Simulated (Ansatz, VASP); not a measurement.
Two plane-wave programs on TePb

Contents of INCAR:

```
SYSTEM = TePb
PREC = Accurate
ENCUT = 520
EDIFF = 1E-8
ISMEAR = -1
SIGMA = 0.03
LREAL = .FALSE.
LASPH = .TRUE.
NELM = 100
ALGO = Normal
ISIF = 2
LWAVE = .FALSE.
LCHARG = .FALSE.
LEFG = .TRUE.
NBANDS = 17
```

File KPOINTS:

```
Automatic mesh
0
G
  10 10 10
  0 0 0
```

Contents of POSCAR:

```
TePb
1.0
    0.0000000000      3.2270000000      3.2270000000
    3.2270000000      0.0000000000      3.2270000000
    3.2270000000      3.2270000000      0.0000000000
Te Pb
1 1
Direct
    0.5000000000      0.5000000000      0.5000000000
    0.0000000000      0.0000000000      0.0000000000
```

Input for Ansatz:

```yaml
crystal:
  lattice:
    - [0.0, 3.227, 3.227]
    - [3.227, 0.0, 3.227]
    - [3.227, 3.227, 0.0]
  atoms:
    - { symbol: Te, position: [0.5, 0.5, 0.5] }
    - { symbol: Pb, position: [0.0, 0.0, 0.0] }
kpoints:
  mp_grid: { grid: [10, 10, 10] }
  band_path:
    path:
      - [0.0, 0.0, 0.0]
      - [0.5, 0.0, 0.5]
      - [0.625, 0.25, 0.625]
      - [0.375, 0.375, 0.75]
      - [0.0, 0.0, 0.0]
      - [0.5, 0.5, 0.5]
      - [0.5, 0.25, 0.75]
      - [0.5, 0.0, 0.5]
    npoints: 5
scf:
  occupations: { method: fermi_dirac, width: 0.03 }
hamiltonian:
  xc: lda
  pseudopotentials: { kind: paw }
output:
  forces: true
  stress: true
  eigenvalues: true
  efg: { contact_densities: true }
```

Alike in both runs: task electric field gradients; functional LDA; k mesh 10 × 10 × 10; occupations fermi-dirac, width 0.03 eV; no spin polarisation.

```csv
,VASP,Ansatz
version,VASP 6.6.1,Ansatz 0.2.0
potentials or method,"VASP PAW LDA potentials, release 64 (Te, Pb_d)","PAW with Ansatz's default frozen-core files, scalar-relativistic"
plane-wave cutoff (eV),520,420
valence electrons in the cell,20,30
```

VASP gave:

* pressure (GPa): -1.5

**Question.** What did Ansatz give for the same quantities?

**Answer.** Pressure (GPa): -1.6.

LDA's correlation is that of Perdew and Zunger in VASP and of Perdew and Wang (1992) in Ansatz. VASP's potentials hold 20 valence electrons a cell and Ansatz's 30, so a difference there can come from the potentials and not from the codes.

Spin-orbit coupling is off throughout.
